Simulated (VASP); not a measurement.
Input of a VASP 6.6.1 run:

Contents of INCAR:

```
ALGO = Normal
EDIFF = 1E-6
ENCUT = 600
GGA = PS
GGA_COMPAT = False
ISIF = 2
ISMEAR = 0
LASPH = True
LCHARG = True
LELF = True
LREAL = False
LVHAR = True
LWAVE = False
NBANDS = 15
NELM = 120
PREC = Accurate
SIGMA = 0.02
```

KPOINTS

```
k-points
0
Gamma
  12 12 12
```

The input POSCAR:

```
BaO
1.0
    0.0000000000      2.6938617990      2.6938617990
    2.6938617990      0.0000000000      2.6938617990
    2.6938617990      2.6938617990      0.0000000000
Ba O
1 1
Direct
    0.0000000000      0.0000000000      0.0000000000
    0.5000000000      0.5000000000      0.5000000000
```

Potentials or basis: VASP PAW PBE potentials, release 64 (Ba_sv, O).

The run is started by

```bash
$ cat potpaw_PBE.64/Ba_sv/POTCAR potpaw_PBE.64/O/POTCAR > POTCAR
$ mpirun -np 1 vasp_std > vasp.out
```

Question: Predict the band gap on the k mesh.

Answer: 1.53 eV, direct.

Question: Predict the pressure.

Answer: 7.3 GPa.

Caveat: the PAW data sets were made with another functional, which shifts forces and pressure a little; spin-orbit coupling is left out, which moves the levels of the heavy elements. A k mesh can miss the band edges.
